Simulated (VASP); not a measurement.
# KCl in VASP: further runs

Runs on KCl. Level: PBEsol. Tasks: single point.

Everything below comes from runs of VASP 6.6.1. Logs are shortened: lines on timing, memory, paths and dates and some standing lists are left out, and cuts for length are marked.

## Step 1: The cell of the first run

The typed cell holds 4 atoms: a = 4.312 Å, b = 4.312 Å, c = 7.408 Å, α = 75.56°, β = 75.56°, γ = 61.57°.

## Step 2: Single point, PBEsol (atoms displaced along a vibrational mode, the cell strained)

File INCAR:

```
SYSTEM = KCl
PREC = Accurate ; ENCUT = 520
EDIFF = 1E-7 ; ISMEAR = 0
SIGMA = 0.05 ; LREAL = .False.
LASPH = .True. ; NELM = 100
ALGO = Normal ; ISIF = 2
LWAVE = .False. ; LCHARG = .False.
GGA = PS ; NBANDS = 24
```

File KPOINTS:

```
regular mesh
0
Gamma
  6 6 6
  0 0 0
```

File POSCAR:

```
KCl
1.0
    0.0000000000     -3.1207041401     -2.9749672567
   -3.1207041401      0.0000000000     -2.9749672567
    3.1207041401      3.1207041401     -5.9499345136
K Cl
2 2
Direct
    0.5000000000      0.5000000000      0.5000000000
    0.0000000000      1.0000000000      0.0000000000
    0.7719923714      0.7599057454      0.7500000000
    0.2280076286      0.2400942546      0.2500000000
```

Potentials or basis: VASP PAW PBE potentials, release 64 (K_sv, Cl).

Command:

```console
> cat potpaw_PBE.64/K_sv/POTCAR potpaw_PBE.64/Cl/POTCAR > POTCAR
> mpirun -np 1 vasp_std > vasp.out
```

OUTCAR:

```text
SYSTEM = KCl
   PREC = Accurate
   ENCUT = 520
   EDIFF = 1E-7
   ISMEAR = 0
   LREAL = .False.
   LASPH = .True.
   NELM = 100
   ISIF = 2
   GGA = PS

 ion  position               nearest neighbor table
   1  0.500  0.500  0.500-   4 3.05   3 3.05   4 3.07   3 3.07   3 3.09   4 3.09
   2  0.000  0.000  0.000-   3 2.88   4 2.88   3 3.15   4 3.15   3 3.19   4 3.19
   3  0.772  0.760  0.750-   2 2.88   1 3.05   1 3.07   1 3.09   2 3.15   2 3.19
   4  0.228  0.240  0.250-   2 2.88   1 3.05   1 3.07   1 3.09   2 3.15   2 3.19

  LATTYP: Found a base centered monoclinic cell.
 ALAT       =     7.4080570579
 B/A-ratio  =     0.5957489372
 C/A-ratio  =     1.0000000000
 COS(beta)  =    -0.2901664076

  Lattice vectors:

 A1 = (   0.0000000000,   3.1207041401,   2.9749672567)
 A2 = (   3.1207041401,   0.0000000000,   2.9749672567)
 A3 = (   3.1207041401,   3.1207041401,  -5.9499345136)

Analysis of symmetry for initial positions (statically):
=====================================================================
 Subroutine PRICEL returns:
 Original cell was already a primitive cell.

 Routine SETGRP: Setting up the symmetry group for a
 base centered monoclinic supercell.

 Subroutine GETGRP returns: Found  2 space group operations
 (whereof  2 operations were pure point group operations)
 out of a pool of  4 trial point group operations.

The static configuration has the point symmetry S_2 .

Analysis of symmetry for dynamics (positions and initial velocities):
=====================================================================
 Subroutine PRICEL returns:
 Original cell was already a primitive cell.

 Routine SETGRP: Setting up the symmetry group for a
 base centered monoclinic supercell.

 Subroutine GETGRP returns: Found  2 space group operations
 (whereof  2 operations were pure point group operations)
 out of a pool of  4 trial point group operations.

The dynamic configuration has the point symmetry S_2 .

 Subroutine INISYM returns: Found  2 space group operations
 (whereof  2 operations are pure point group operations),
 and found     1 'primitive' translations

----------------------------------------------------------------------------------------

                                     Primitive cell

  volume of cell :     115.8904
[... 83 lines left out ...]
 SYSTEM =  KCl
   PREC   = accura    normal or accurate (medium, high low for compatibility)
   ISTART =      0    job   : 0-new  1-cont  2-samecut
   ICHARG =      2    charge: 1-file 2-atom 10-const
   ISPIN  =      1    spin polarized calculation?
   LNONCOLLINEAR =      F non collinear calculations
   LSORBIT =      F    spin-orbit coupling
   LASPH  =      T    aspherical Exc in radial PAW
   ENCUT  =  520.0 eV  38.22 Ry    6.18 a.u.   8.02  8.02 13.77*2*pi/ulx,y,z
   NELM   =    100;   NELMIN=  2; NELMDL= -5     # of ELM steps
   EDIFF  = 0.1E-06   stopping-criterion for ELM
   LREAL  =      F    real-space projection
   EDIFFG = 0.1E-05   stopping-criterion for IOM
   NSW    =      0    number of steps for IOM
   IBRION =     -1    ionic relax: 0-MD 1-quasi-New 2-CG
   NFREE  =      0    steps in history (QN), initial steepest desc. (CG)
   ISIF   =      2    stress and relaxation
   ISYM   =      2    0-nonsym 1-usesym 2-fastsym
   POTIM  = 0.5000    time-step for ionic-motion
   TEBEG  =    0.0;   TEEND  =   0.0 temperature during run
   PSTRESS=    0.0 pullay stress
   NELECT =      32.0000    total number of electrons
   NUPDOWN=      -1.0000    fix difference up-down
   EMIN   =  10.00;   EMAX   =-10.00  energy-range for DOS
   EFERMI =   0.00;   METHOD = LEGACY
   ISMEAR =     0;   SIGMA  =   0.05  broadening in eV -4-tet -1-fermi 0-gaus
   EFERMI_NEDOS =   21; number of points for ismear=-14 and -15
   IALGO  =     38    algorithm
   IMIX   =      4    mixing-type and parameters
     AMIX     =   0.40;   BMIX     =  1.00
     AMIX_MAG =   1.60;   BMIX_MAG =  1.00
  volume/ion in A,a.u.               =      28.97       195.52
  Fermi-wavevector in a.u.,A,eV,Ry     =   1.066045  2.014534 15.462379  1.136453
  Thomas-Fermi vector in A             =   2.201617
   LORBIT       =      0    0 simple, 1 ext, 2 COOP (PROOUT), +10 PAW based schemes
   GGA     = PS    functional components
   LHFCALC =     F    Hartree Fock is set to
   AEXX    =    0.0000 exact exchange contribution
   IVDW    =     0    specifies the selected vdW correction
   LEPSILON=     F    determine dielectric tensor
   LRPA    =     F    only Hartree local field effects (RPA)
 non-spin polarized calculation
 Gauss-broadening in eV      SIGMA  =   0.05
  energy-cutoff  :      520.00
  volume of cell :      115.89
 maximum number of plane-waves:      3142
   NGX = 17   NGY = 17   NGZ = 27

 number of electron      32.0000001 magnetization

 Free energy of the ion-electron system (eV)
  ---------------------------------------------------
  ext. energy  EPLUGINS =         0.00000000
  ---------------------------------------------------
  free energy    TOTEN  =       -13.96042755 eV

  energy without entropy =      -13.96042755  energy(sigma->0) =      -13.96042755

 E-fermi :  -1.2656     XC(G=0):  -8.0308

 val. band max:       -1.5539260781   @ k =   0.0000   0.0000   0.0000
 cond. band min:       3.6402126880   @ k =   0.0000   0.0000   0.0000
 fundamental gap:      5.1941387661
 Fermi energy:        -1.2655890782

 k-point     1 :       0.0000    0.0000    0.0000
  band No.  band energies     occupation
      1     -28.4760      2.00000
      2     -28.4470      2.00000
      3     -14.0280      2.00000
      4     -13.7880      2.00000
      5     -12.0219      2.00000
      6     -12.0191      2.00000
[... 637 lines left out ...]
     23       8.2958      0.00000
     24       8.6784      0.00000

 [... further k-points ...]
[... 5 lines left out ...]
  --------------------------------------------------------------------------------------
  -------------------------------------------------------------------------------------
  Total        0.2792593      0.3579827      2.4358395     -0.0036684     -0.0597135     -0.0293015
  in kB        3.8607430      4.9490882     33.6753316     -0.0507151     -0.8255355     -0.4050915
  external PRESSURE =      14.1617209 kB  Pullay stress =       0.0000000 kB

 VOLUME and BASIS-vectors are now :
 -----------------------------------------------------------------------------
  energy-cutoff  :      520.00
  volume of cell :      115.89
      direct lattice vectors                 reciprocal lattice vectors
     0.000000000 -3.120704140 -2.974967257     0.080110125 -0.240330376 -0.084034538
    -3.120704140  0.000000000 -2.974967257    -0.240330376  0.080110125 -0.084034538
     3.120704140  3.120704140 -5.949934514     0.080110125  0.080110125 -0.084034538

 POSITION                                       TOTAL-FORCE (eV/Angst)
 -----------------------------------------------------------------------------------
      0.00000      0.00000     -5.94993        -0.000000      0.000000      0.000000
      0.00000      0.00000      0.00000        -0.000000     -0.000000      0.000000
     -0.03091     -0.06863     -9.01980         0.043118      0.099781      0.293093
      0.03091      0.06863     -2.88007        -0.043118     -0.099781     -0.293093
 -----------------------------------------------------------------------------------
    total drift:                               -0.000000      0.000000     -0.000000

  FREE ENERGIE OF THE ION-ELECTRON SYSTEM (eV)
  ---------------------------------------------------
  free  energy   TOTEN  =       -13.9604275485 eV

  energy  without entropy=      -13.9604275485  energy(sigma->0) =      -13.96042755
```

OSZICAR:

```text
N       E                     dE             d eps       ncg     rms          rms(c)
DAV:   1     0.236593854141E+03    0.23659E+03   -0.14453E+04  5376   0.120E+03
DAV:   2     0.343756380947E+01   -0.23316E+03   -0.21990E+03  6776   0.309E+02
DAV:   3    -0.140262438600E+02   -0.17464E+02   -0.17376E+02  8840   0.738E+01
DAV:   4    -0.144305047953E+02   -0.40426E+00   -0.40355E+00  7912   0.108E+01
DAV:   5    -0.144424906230E+02   -0.11986E-01   -0.11985E-01  8040   0.151E+00    0.541E+00
DAV:   6    -0.139639038197E+02    0.47859E+00   -0.87367E-01  6680   0.408E+00    0.433E+00
DAV:   7    -0.139392864465E+02    0.24617E-01   -0.27296E-01  7224   0.236E+00    0.246E+00
DAV:   8    -0.139592104701E+02   -0.19924E-01   -0.55139E-02  7744   0.131E+00    0.418E-01
DAV:   9    -0.139592144614E+02   -0.39913E-05   -0.64236E-03  7176   0.381E-01    0.155E-01
DAV:  10    -0.139603910791E+02   -0.11766E-02   -0.15219E-03  6816   0.236E-01    0.302E-02
DAV:  11    -0.139604190466E+02   -0.27967E-04   -0.87959E-05  7384   0.450E-02    0.154E-02
DAV:  12    -0.139604237175E+02   -0.46709E-05   -0.10146E-05  7120   0.164E-02    0.459E-03
DAV:  13    -0.139604272757E+02   -0.35582E-05   -0.52320E-06  7096   0.115E-02    0.118E-03
DAV:  14    -0.139604275418E+02   -0.26604E-06   -0.22159E-07  6872   0.250E-03    0.106E-03
DAV:  15    -0.139604275485E+02   -0.67566E-08   -0.25863E-08  5280   0.954E-04
   1 F= -.13960428E+02 E0= -.13960428E+02  d E =-.471367E-18
```

Wall time 3 min (1 thread of Intel Xeon Platinum 8375C at 2.90GHz (Ice Lake), shared host); peak memory 0.4 GiB.

Results:

```yaml
Free_energy: -13.9604 eV
Pressure: 1.4 GPa
Largest_force: 0.313 eV/Å
Band_gap_on_the_k_mesh: 5.19 eV
```

Forces on the atoms (eV/Å):
```
K    0.000  0.000  0.000
K    0.000  0.000  0.000
Cl   0.043  0.100  0.293
Cl  -0.043 -0.100 -0.293
```

Levels at points of the mesh, in eV from the valence-band top:
```
           k point  band 13  band 14  band 15  band 16  band 17  band 18  band 19  band 20
(0.00, 0.00, 0.00)    -0.45    -0.07    -0.06     0.00     5.19     7.57     8.14     8.16
(0.50, 0.00, 0.00)    -0.57    -0.45    -0.39    -0.32     7.19     7.35     8.36     8.43
(0.00, 0.50, 0.00)    -0.54    -0.48    -0.38    -0.33     7.22     7.32     8.36     8.43
(0.50, 0.50, 0.00)    -0.46    -0.46    -0.34    -0.34     6.22     7.58     8.52     8.75
(0.00, 0.00, 0.50)    -0.28    -0.27    -0.26    -0.23     6.47     6.54     8.07     8.08
(0.50, 0.00, 0.50)    -0.46    -0.45    -0.28    -0.24     6.31     7.57     8.46     8.67
(0.00, 0.50, 0.50)    -0.46    -0.45    -0.27    -0.24     6.31     7.57     8.45     8.65
(0.50, 0.50, 0.50)    -0.53    -0.43    -0.43    -0.37     7.09     7.27     8.32     8.39
```

Caveat: the cell differs from its parent crystal (atoms displaced along a vibrational mode, the cell strained); the PAW data sets were made with another functional, which shifts forces and pressure a little.

## Step 3: Single point, PBEsol

This run uses another cell than the first one, of 32.52 Å³/atom.

File INCAR:

```
SYSTEM = KCl
ALGO = Normal
EDIFF = 1E-7
ENCUT = 520
GGA = PS
ISIF = 2
ISMEAR = 0
LASPH = .True.
LCHARG = .False.
LREAL = .False.
LWAVE = .False.
NBANDS = 24
NELM = 80
PREC = Accurate
SIGMA = 0.05
```

File KPOINTS:

```
k-points
0
Gamma
  6 6 6
  0 0 0
```

File POSCAR:

```
KCl
1.0
    0.0000000000     -3.1207041401     -3.3391534299
   -3.1207041401      0.0000000000     -3.3391534299
    3.1207041401      3.1207041401     -6.6783068599
K Cl
2 2
Direct
    0.5000000000      0.5000000000      0.5000000000
    0.0000000000      1.0000000000      0.0000000000
    0.7500000000      0.7500000000      0.7500000000
    0.2500000000      0.2500000000      0.2500000000
```

Potentials or basis: VASP PAW PBE potentials, release 64 (K_sv, Cl).

Command:

```console
> cat potpaw_PBE.64/K_sv/POTCAR potpaw_PBE.64/Cl/POTCAR > POTCAR
> mpirun -np 1 vasp_std > vasp.out
```

It took 3.8 min on 1 thread of Intel Xeon 8259CL, shared host; peak memory 0.37 GiB.

Results (log left out):

```yaml
Free_energy: -13.9929 eV
Pressure: -0.8 GPa
Band_gap_on_the_k_mesh: 4.87 eV
```

Stress tensor (GPa, compression positive):
```
-0.32  0.00  0.00
 0.00 -0.32  0.00
 0.00  0.00 -1.81
```

Levels at points of the mesh, in eV from the valence-band top:
```
           k point  band 12  band 13  band 14  band 15  band 16  band 17  band 18  band 19  band 20  band 21
(0.00, 0.00, 0.00)    -0.32    -0.32    -0.03     0.00     0.00     4.87     7.29     7.99     8.29     8.42
(0.50, 0.00, 0.00)    -0.75    -0.39    -0.39    -0.28    -0.28     7.20     7.20     7.93     7.93     9.87
(0.50, 0.50, 0.00)    -0.70    -0.32    -0.32    -0.18    -0.18     6.49     7.29     7.99     8.29     9.37
(0.00, 0.00, 0.50)    -0.58    -0.17    -0.17    -0.16    -0.16     6.09     6.09     8.00     8.00     8.89
(0.50, 0.00, 0.50)    -0.63    -0.32    -0.32    -0.26    -0.24     6.41     7.29     8.07     8.29     9.78
(0.50, 0.50, 0.50)    -0.74    -0.41    -0.41    -0.25    -0.25     7.30     7.30     7.97     7.97     9.70
```

Caveat: the PAW data sets were made with another functional, which shifts forces and pressure a little.

[end of part 1 of 2]
